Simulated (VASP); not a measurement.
Write the native input for VASP 6.6.1 that does the following.

| Item | Value |
| --- | --- |
| Task | single point |
| Functional | RPBE |
| Potentials or basis | VASP PAW PBE potentials, release 64 (Rb_sv) |
| Cutoff | 520 eV |
| k mesh | 8 × 8 × 8 |
| Occupations | fermi-dirac, width 0.1 eV |
| Spin | no spin polarisation |
| Dipole correction | no |
| Further INCAR settings | ALGO = Normal; EDIFF = 1e-06; NBANDS = 10 |

The structure of Rb lies in POSCAR:

```
Rb
1.0
    4.8435365140      0.0000000000      0.0000000000
    0.0000000000      4.8435365140      0.0000000000
    0.0000000000      0.0000000000      4.8435365140
Rb
1
Direct
    0.0000000000      0.0000000000      0.0000000000
```

This isn't the form of Rb at room conditions, which is bcc.

One way to write it, as run:

INCAR

```
SYSTEM = Rb
ALGO = Normal
EDIFF = 1E-6
ENCUT = 520
GGA = RP
ISIF = 2
ISMEAR = -1
LASPH = .True.
LCHARG = .True.
LELF = .True.
LREAL = .False.
LVHAR = .True.
LWAVE = .False.
NBANDS = 10
NELM = 80
PREC = Accurate
SIGMA = 0.1
```

KPOINTS

```
k-points
0
Gamma
  8 8 8
  0 0 0
```

Potentials or basis: VASP PAW PBE potentials, release 64 (Rb_sv).

Run with:

```console
$ cat potpaw_PBE.64/Rb_sv/POTCAR > POTCAR
$ mpirun -np 1 vasp_std > vasp.out
```

It gave:

```
Pressure               : -0.1 GPa
Band gap on the k mesh : zero (an odd number of electrons rules out a gap without spin polarisation)
```

Caveat: the PAW data sets were made with another functional, which shifts forces and pressure a little.

Wall time 20 s on 1 thread of Intel(R) Xeon(R) Platinum 8488C (Sapphire Rapids), on a shared host, peak memory 0.21 GiB.
